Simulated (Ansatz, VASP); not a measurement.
**BiN in VASP and in Ansatz**

```xyz
2
Lattice="0.0000 2.7945 2.7945 2.7945 0.0000 2.7945 2.7945 2.7945 0.0000" Properties=species:S:1:pos:R:3 pbc="T T T"
Bi    0.0000    0.0000    0.0000
N     1.3972    1.3972    1.3972
```

Alike in both runs: task single point; functional PBE; k mesh 10 × 10 × 10; occupations gaussian, width 0.05 eV; no spin polarisation.

|  | VASP | Ansatz |
| --- | --- | --- |
| version | VASP 6.6.1 | Ansatz 0.2.0 |
| potentials or method | VASP PAW PBE potentials, release 64 (Bi_d, N), cutoff 520 eV | scalar-relativistic, plane waves, PAW |
| valence electrons in the cell | 20 | 20 |

```csv
,VASP,Ansatz,Ansatz less VASP
pressure (GPa),-1.6,-1.6,0.00
```

Neither program's run includes spin-orbit coupling.
